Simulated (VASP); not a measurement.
# TaN (P-62m) in VASP: further runs

The runs below take TaN through single point, with LDA.

Everything below comes from runs of VASP 6.6.1. Logs are shortened: lines on timing, memory, paths and dates and some standing lists are left out, and cuts for length are marked.

## Step 1: The cell of the first run

Symmetry: P-62m, No. 189, hexagonal system. The conventional cell has a = 5.154 Å, b = 5.154 Å, c = 2.871 Å, α = 90.00°, β = 90.00°, γ = 120.00°. Ta (site symmetry -62m) has 3 N at 2.03 Å within 2.7 Å. Within 3.0 Å of Ta (site symmetry -6) lie 6 N at 2.14 Å and 5 Ta at 2.87 to 2.98 Å. Within 2.9 Å of N (site symmetry m2m) lie 5 Ta at 2.03 to 2.14 Å and 6 N at 2.75 to 2.87 Å.

## Step 2: Single point, LDA

INCAR

```
ALGO = Normal
EDIFF = 1E-6
ENCUT = 1330
GGA = CA
GGA_COMPAT = F
ISIF = 2
ISMEAR = 0
LASPH = T
LCHARG = F
LREAL = F
LWAVE = F
NBANDS = 36
NELM = 120
PREC = Accurate
SIGMA = 0.1
```

KPOINTS

```
k-points
0
Gamma
  6 6 6
```

POSCAR

```
TaN
1.0
    5.1535804508      0.0000000000      0.0000000000
   -2.5767902254      4.4631315908      0.0000000000
    0.0000000000      0.0000000000      2.8712062643
Ta N
3 3
Direct
    0.0000000000      0.0000000000      0.0000000000
    0.3333333333      0.6666666667      0.5000000000
    0.6666666667      0.3333333333      0.5000000000
    0.3934654626      0.0000000000      0.0000000000
    0.6065345374      0.6065345374      0.0000000000
    0.0000000000      0.3934654626      0.0000000000
```

Potentials or basis: VASP PAW LDA potentials, release 64 (Ta_sv_GW, N_h).

On the command line:

```
> cat potpaw_LDA.64/Ta_sv_GW/POTCAR potpaw_LDA.64/N_h/POTCAR > POTCAR
> mpirun -np 1 vasp_std > vasp.out
```

OUTCAR:

```text
EDIFF = 1E-6
   ENCUT = 1330
   GGA = CA
   ISIF = 2
   ISMEAR = 0
   LASPH = T
   LREAL = F
   NELM = 120
   PREC = Accurate

 ion  position               nearest neighbor table
   1  0.000  0.000  0.000-   5 2.03   6 2.03   4 2.03
   2  0.333  0.667  0.500-   4 2.14   4 2.14   6 2.14   6 2.14   5 2.14   5 2.14   3 2.98   3 2.98
                             3 2.98
   3  0.667  0.333  0.500-   6 2.14   6 2.14   4 2.14   4 2.14   5 2.14   5 2.14   2 2.98   2 2.98
                             2 2.98
   4  0.393  0.000  0.000-   1 2.03   2 2.14   2 2.14   3 2.14   3 2.14
   5  0.607  0.607  0.000-   1 2.03   3 2.14   3 2.14   2 2.14   2 2.14
   6  0.000  0.393  0.000-   1 2.03   3 2.14   3 2.14   2 2.14   2 2.14

  LATTYP: Found a hexagonal cell.
 ALAT       =     5.1535804508
 C/A-ratio  =     0.5571284453

  Lattice vectors:

 A1 = (   5.1535804508,   0.0000000000,   0.0000000000)
 A2 = (  -2.5767902254,   4.4631315908,   0.0000000000)
 A3 = (   0.0000000000,   0.0000000000,   2.8712062643)

Analysis of symmetry for initial positions (statically):
=====================================================================
 Subroutine PRICEL returns:
 Original cell was already a primitive cell.

 Routine SETGRP: Setting up the symmetry group for a
 hexagonal supercell.

 Subroutine GETGRP returns: Found 12 space group operations
 (whereof 12 operations were pure point group operations)
 out of a pool of 24 trial point group operations.

The static configuration has the point symmetry D_3h.

Analysis of symmetry for dynamics (positions and initial velocities):
=====================================================================
 Subroutine PRICEL returns:
 Original cell was already a primitive cell.

 Routine SETGRP: Setting up the symmetry group for a
 hexagonal supercell.

 Subroutine GETGRP returns: Found 12 space group operations
 (whereof 12 operations were pure point group operations)
 out of a pool of 24 trial point group operations.

The dynamic configuration has the point symmetry D_3h.

 Subroutine INISYM returns: Found 12 space group operations
 (whereof 12 operations are pure point group operations),
 and found     1 'primitive' translations

----------------------------------------------------------------------------------------

                                     Primitive cell

  volume of cell :      66.0409

  direct lattice vectors                    reciprocal lattice vectors
     5.153580451  0.000000000  0.000000000     0.194039854  0.112028962  0.000000000
    -2.576790225  4.463131591  0.000000000     0.000000000  0.224057924  0.000000000
     0.000000000  0.000000000  2.871206264     0.000000000  0.000000000  0.348285671

  length of vectors
     5.153580451  5.153580451  2.871206264     0.224057924  0.224057924  0.348285671

  position of ions in fractional coordinates (direct lattice)
     0.000000000  0.000000000  0.000000000
     0.333333333  0.666666667  0.500000000
     0.666666667  0.333333333  0.500000000
     0.393465463  0.000000000  0.000000000
     0.606534537  0.606534537  0.000000000
     0.000000000  0.393465463  0.000000000

  ion indices of the primitive-cell ions
   primitive index   ion index
                 1           1
                 2           2
                 3           3
                 4           4
                 5           5
                 6           6

----------------------------------------------------------------------------------------

 KPOINTS: k-points

Automatic generation of k-mesh.
 Grid dimensions read from file:
 generate k-points for:    6    6    6

 Generating k-lattice:

  Cartesian coordinates                     Fractional coordinates (reciprocal lattice)
     0.032339976  0.018671494  0.000000000     0.166666667  0.000000000  0.000000000
     0.000000000  0.037342987  0.000000000     0.000000000  0.166666667  0.000000000
     0.000000000  0.000000000  0.058047612     0.000000000  0.000000000  0.166666667

  Length of vectors
     0.037342987  0.037342987  0.058047612

  Shift w.r.t. Gamma in fractional coordinates (k-lattice)
     0.000000000  0.000000000  0.000000000

 Subroutine IBZKPT returns following result:
 ===========================================

 Found     28 irreducible k-points:

 Following reciprocal coordinates:
            Coordinates               Weight
  0.000000  0.000000  0.000000      1.000000
  0.166667  0.000000  0.000000      6.000000
  0.333333  0.000000  0.000000      6.000000
  0.500000  0.000000  0.000000      3.000000
  0.166667  0.166667  0.000000      6.000000
  0.333333  0.166667  0.000000     12.000000
[... 16 lines left out ...]
  0.166667  0.000000  0.500000      6.000000
  0.333333  0.000000  0.500000      6.000000
 [... further k-points ...]
   k-points           NKPTS =     28   k-points in BZ     NKDIM =     28   number of bands    NBANDS=     36
   number of dos      NEDOS =    301   number of ions     NIONS =      6
   total plane-waves  NPLWV = 147456
   dimension x,y,z NGX =    64 NGY =   64 NGZ =   36
   dimension x,y,z NGXF=   128 NGYF=  128 NGZF=   72
   ions per type =               3   3
   NGX,Y,Z   is equivalent  to a cutoff of  20.65, 20.65, 20.84 a.u.
   NGXF,Y,Z  is equivalent  to a cutoff of  41.29, 41.29, 41.69 a.u.
 SYSTEM =  unknown system
   PREC   = accura    normal or accurate (medium, high low for compatibility)
   ISTART =      0    job   : 0-new  1-cont  2-samecut
   ICHARG =      2    charge: 1-file 2-atom 10-const
   ISPIN  =      1    spin polarized calculation?
   LNONCOLLINEAR =      F non collinear calculations
   LSORBIT =      F    spin-orbit coupling
   LASPH  =      T    aspherical Exc in radial PAW
   ENCUT  = 1330.0 eV  97.75 Ry    9.89 a.u.  15.32 15.32  8.54*2*pi/ulx,y,z
   NELM   =    120;   NELMIN=  2; NELMDL= -5     # of ELM steps
   EDIFF  = 0.1E-05   stopping-criterion for ELM
   LREAL  =      F    real-space projection
   EDIFFG = 0.1E-04   stopping-criterion for IOM
   NSW    =      0    number of steps for IOM
   IBRION =     -1    ionic relax: 0-MD 1-quasi-New 2-CG
   NFREE  =      0    steps in history (QN), initial steepest desc. (CG)
   ISIF   =      2    stress and relaxation
   ISYM   =      2    0-nonsym 1-usesym 2-fastsym
   POTIM  = 0.5000    time-step for ionic-motion
   TEBEG  =    0.0;   TEEND  =   0.0 temperature during run
   PSTRESS=    0.0 pullay stress
   NELECT =      54.0000    total number of electrons
   NUPDOWN=      -1.0000    fix difference up-down
   EMIN   =  10.00;   EMAX   =-10.00  energy-range for DOS
   EFERMI =   0.00;   METHOD = LEGACY
   ISMEAR =     0;   SIGMA  =   0.10  broadening in eV -4-tet -1-fermi 0-gaus
   EFERMI_NEDOS =   21; number of points for ismear=-14 and -15
   IALGO  =     38    algorithm
   IMIX   =      4    mixing-type and parameters
     AMIX     =   0.40;   BMIX     =  1.00
     AMIX_MAG =   1.60;   BMIX_MAG =  1.00
  volume/ion in A,a.u.               =      11.01        74.28
  Fermi-wavevector in a.u.,A,eV,Ry     =   1.530858  2.892903 31.885629  2.343528
  Thomas-Fermi vector in A             =   2.638283
   LORBIT       =      0    0 simple, 1 ext, 2 COOP (PROOUT), +10 PAW based schemes
   GGA     = CA    functional components
   LHFCALC =     F    Hartree Fock is set to
   AEXX    =    0.0000 exact exchange contribution
   IVDW    =     0    specifies the selected vdW correction
   LEPSILON=     F    determine dielectric tensor
   LRPA    =     F    only Hartree local field effects (RPA)
 non-spin polarized calculation
 Gauss-broadening in eV      SIGMA  =   0.10
  energy-cutoff  :     1330.00
  volume of cell :       66.04
 maximum number of plane-waves:      7343
 NGX is ok and might be reduce to    64
   NGX = 31   NGY = 31   NGZ = 17

 number of electron      54.0000000 magnetization

 Free energy of the ion-electron system (eV)
  ---------------------------------------------------
  ext. energy  EPLUGINS =         0.00000000
  ---------------------------------------------------
  free energy    TOTEN  =       -81.68787846 eV

  energy without entropy =      -81.68376282  energy(sigma->0) =      -81.68582064

 E-fermi :  12.7968     XC(G=0): -13.8019

 val. band max:       12.5003216167   @ k =   0.1667   0.0000   0.1667
 cond. band min:      12.8138929650   @ k =   0.1667   0.0000   0.3333
 fundamental gap:      0.3135713483
 Fermi energy:        12.7967747045

 k-point     1 :       0.0000    0.0000    0.0000
  band No.  band energies     occupation
      1     -56.1692      2.00000
      2     -56.1170      2.00000
      3     -55.5412      2.00000
      4     -23.2385      2.00000
      5     -23.2385      2.00000
      6     -22.8576      2.00000
[... 28 lines left out ...]
     35      16.0734      0.00000
     36      16.0734      0.00000

 k-point     2 :       0.1667    0.0000    0.0000
  band No.  band energies     occupation
      1     -56.1660      2.00000
      2     -56.1200      2.00000
      3     -55.5413      2.00000
      4     -23.2661      2.00000
      5     -23.2323      2.00000
      6     -22.8284      2.00000
[... 28 lines left out ...]
     35      16.0605      0.00000
     36      16.2850      0.00000

 k-point     3 :       0.3333    0.0000    0.0000
  band No.  band energies     occupation
      1     -56.1579      2.00000
      2     -56.1279      2.00000
      3     -55.5416      2.00000
      4     -23.3117      2.00000
      5     -23.1817      2.00000
      6     -22.8430      2.00000
[... 28 lines left out ...]
     35      16.7564      0.00000
     36      16.8305      0.00000

 k-point     4 :       0.5000    0.0000    0.0000
  band No.  band energies     occupation
      1     -56.1515      2.00000
      2     -56.1343      2.00000
      3     -55.5417      2.00000
      4     -23.3314      2.00000
      5     -23.1166      2.00000
      6     -22.9156      2.00000
[... 28 lines left out ...]
     35      16.4791      0.00000
     36      17.1500      0.00000

 k-point     5 :       0.1667    0.1667    0.0000
  band No.  band energies     occupation
      1     -56.1603      2.00000
      2     -56.1256      2.00000
      3     -55.5415      2.00000
      4     -23.2882      2.00000
      5     -23.2140      2.00000
      6     -22.8326      2.00000
[... 655 lines left out ...]
 k-point    22 :       0.0000    0.0000    0.5000
  band No.  band energies     occupation
      1     -56.1134      2.00000
      2     -56.0633      2.00000
      3     -55.4936      2.00000
      4     -23.6259      2.00000
      5     -23.4077      2.00000
      6     -23.0615      2.00000
[... 28 lines left out ...]
     35      16.4559      0.00000
     36      17.2427      0.00000

 k-point    23 :       0.1667    0.0000    0.5000
  band No.  band energies     occupation
      1     -56.1104      2.00000
      2     -56.0663      2.00000
      3     -55.4936      2.00000
      4     -23.6201      2.00000
      5     -23.4213      2.00000
      6     -23.0703      2.00000
[... 28 lines left out ...]
     35      17.1300      0.00000
     36      17.3379      0.00000

 k-point    24 :       0.3333    0.0000    0.5000
  band No.  band energies     occupation
      1     -56.1028      2.00000
      2     -56.0739      2.00000
      3     -55.4936      2.00000
      4     -23.6008      2.00000
      5     -23.4566      2.00000
      6     -23.0868      2.00000
[... 28 lines left out ...]
     35      17.8567      0.00000
     36      18.1343      0.00000

 [... further k-points ...]
[... 5 lines left out ...]
  --------------------------------------------------------------------------------------
  -------------------------------------------------------------------------------------
  Total        0.4247365      0.4247365      0.4253616      0.0000000     -0.0000000      0.0000000
  in kB       10.3042639     10.3042639     10.3194301      0.0000000     -0.0000000      0.0000000
  external PRESSURE =      10.3093193 kB  Pullay stress =       0.0000000 kB

 VOLUME and BASIS-vectors are now :
 -----------------------------------------------------------------------------
  energy-cutoff  :     1330.00
  volume of cell :       66.04
      direct lattice vectors                 reciprocal lattice vectors
     5.153580451  0.000000000  0.000000000     0.194039854  0.112028962  0.000000000
    -2.576790225  4.463131591  0.000000000     0.000000000  0.224057924  0.000000000
     0.000000000  0.000000000  2.871206264     0.000000000  0.000000000  0.348285671

 POSITION                                       TOTAL-FORCE (eV/Angst)
 -----------------------------------------------------------------------------------
      0.00000      0.00000      0.00000         0.000000     -0.000000     -0.000000
     -0.00000      2.97542      1.43560         0.000000     -0.000000     -0.000000
      2.57679      1.48771      1.43560        -0.000000     -0.000000     -0.000000
      2.02776      0.00000      0.00000         0.002508     -0.000000      0.000000
      1.56291      2.70704      0.00000        -0.001254     -0.002172     -0.000000
     -1.01388      1.75609      0.00000        -0.001254      0.002172      0.000000
 -----------------------------------------------------------------------------------
    total drift:                               -0.000000     -0.000000      0.000000

  FREE ENERGIE OF THE ION-ELECTRON SYSTEM (eV)
  ---------------------------------------------------
  free  energy   TOTEN  =       -81.6878784561 eV

  energy  without entropy=      -81.6837628224  energy(sigma->0) =      -81.68582064
```

Run time: 3.4 min. Hardware: 1 thread of Intel Xeon 6975P-C (Granite Rapids), shared host; peak memory 0.45 GiB.

Results:

```
Free energy            : -81.6879 eV
Pressure               : 1.0 GPa
Band gap on the k mesh : zero (bands 27 and 28 overlap by 2.92 eV)
```

Forces on the atoms (eV/Å):
```
Ta   0.000  0.000  0.000
Ta   0.000  0.000  0.000
Ta   0.000  0.000  0.000
N    0.003  0.000  0.000
N   -0.001 -0.002  0.000
N   -0.001  0.002  0.000
```

Caveat: the k points lie up to 0.36 Å⁻¹ apart, too coarse for converged energies and pressures of a metal; spin-orbit coupling is left out, which moves the levels of the heavy elements.

(Continued in part 2 of 2.)

The gap in the log of VASP goes by the Fermi energy; the results here count the filled bands.